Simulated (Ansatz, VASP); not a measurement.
Two plane-wave programs on Ga2O3

```
Ga O
1.0
     2.59194    1.49646    4.76809
    -2.59194    1.49646    4.76809
     0.00000   -2.99292    4.76809
Ga O
4 6
Direct
  0.35587 0.35587 0.35587
  0.14413 0.14413 0.14413
  0.64413 0.64413 0.64413
  0.85587 0.85587 0.85587
  0.55317 0.94683 0.25000
  0.25000 0.55317 0.94683
  0.94683 0.25000 0.55317
  0.44683 0.05317 0.75000
  0.75000 0.44683 0.05317
  0.05317 0.75000 0.44683
```

Change from the starting cell: strain +0.025 along x and y, +0.050 along z, atoms carried along.

Alike in both runs: task single point; functional PBE; k mesh 6 × 6 × 6; occupations gaussian, width 0.05 eV; no spin polarisation.

|  | VASP | Ansatz |
| --- | --- | --- |
| version | VASP 6.6.1 | Ansatz 0.2.0 |
| potentials or method | VASP PAW PBE potentials, release 64 (Ga_d, O), cutoff 520 eV | scalar-relativistic, plane waves, PAW |
| valence electrons in the cell | 88 | 88 |

|  | VASP | Ansatz | Ansatz less VASP |
| --- | --- | --- | --- |
| gap on the k mesh at the Fermi level (eV) | 1.44 | 1.45 | +0.010 |
| least direct gap on the mesh (eV) | 1.60 | 1.61 | +0.010 |
| pressure (GPa) | -14.6 | -15.4 | -0.76 |
| traceless stress, the component that is largest in VASP (GPa) | -2.37 | -2.28 | +0.089 |
| rms of the force components (eV/Å) | 0.020 | 0.019 | -0.0013 |

Atom by atom the forces differ by 0.006 eV/Å (rms over components).
